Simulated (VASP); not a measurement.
Set up this calculation in VASP 6.6.1, as the native input.

```
Task                   : single point
Functional             : r2SCAN
Potentials or basis    : VASP PAW PBE potentials, release 64 (Ag)
Cutoff                 : 520 eV
k mesh                 : 18 × 18 × 12
Occupations            : gaussian, width 0.1 eV
Spin                   : no spin polarisation
Dipole correction      : no
Further INCAR settings : ALGO = Normal; EDIFF = 1e-06; NBANDS = 18
```

The system is Ag.

```
Ag
1.0
     2.11374    2.11374    0.00000
    -2.11374    2.11374    0.00000
     0.00000    0.00000    3.92258
Ag
2
Direct
  0.00000 0.00000 0.00000
  0.50000 0.50000 0.50000
```

This cell differs from its parent crystal: biaxial strain in the a-b plane: +3.0 %, then relaxed in part.

The input as run:

POSCAR

```
Ag
1.0
    2.1137435260      2.1137435260      0.0000000000
   -2.1137435260      2.1137435260      0.0000000000
    0.0000000000      0.0000000000      3.9225781999
Ag
2
Direct
    0.0000000000      0.0000000000      0.0000000000
    0.5000000000      0.5000000000      0.5000000000
```

INCAR.step1

```
SYSTEM = Ag
PREC     = Accurate       ! precision mode
ENCUT    = 520            ! plane-wave cutoff, eV
ISMEAR   = 0              ! smearing method
SIGMA    = 0.1            ! smearing width, eV
LREAL    = .False.        ! projectors in reciprocal space
LASPH    = .True.         ! aspherical terms in the spheres
NELM     = 80             ! most SCF steps
NBANDS   = 18             ! bands
GGA      = PE             ! functional
ALGO     = Normal         ! electronic algorithm
EDIFF    = 1E-4           ! SCF threshold, eV
LWAVE    = .True.         ! write WAVECAR
LCHARG   = .False.        ! write CHGCAR
```

INCAR.step2

```
SYSTEM = Ag
PREC     = Accurate       ! precision mode
ENCUT    = 520            ! plane-wave cutoff, eV
EDIFF    = 1E-6           ! SCF threshold, eV
ISMEAR   = 0              ! smearing method
SIGMA    = 0.1            ! smearing width, eV
LREAL    = .False.        ! projectors in reciprocal space
LASPH    = .True.         ! aspherical terms in the spheres
NELM     = 80             ! most SCF steps
ALGO     = Normal         ! electronic algorithm
ISIF     = 2              ! what is computed and relaxed
LWAVE    = .False.        ! write WAVECAR
LCHARG   = .False.        ! write CHGCAR
METAGGA  = R2SCAN         ! meta-GGA
LMIXTAU  = .True.       
NBANDS   = 18             ! bands
ISTART   = 1
```

KPOINTS

```
Automatic mesh
0
Gamma
  18 18 12
  0 0 0
```

Potentials or basis: VASP PAW PBE potentials, release 64 (Ag).

Command:

```sh
$ cat potpaw_PBE.64/Ag/POTCAR > POTCAR
$ cp INCAR.step1 INCAR
$ mpirun -np 1 vasp_std > vasp.out
$ cp INCAR.step2 INCAR
$ mpirun -np 1 vasp_std > vasp.out
```

It gave:

The pressure is -1.1 GPa and the band gap on the k mesh is zero (bands 11 and 12 overlap by 9.70 eV).

Caveat: the cell differs from its parent crystal (biaxial strain in the a-b plane: +3.0 %, then relaxed in part); the PAW data sets were made with another functional, which shifts forces and pressure a little.

Run time: 7.9 min on 1 thread of Oxide Virtual Turin-like Processor (shared host), peak memory 0.28 GiB.
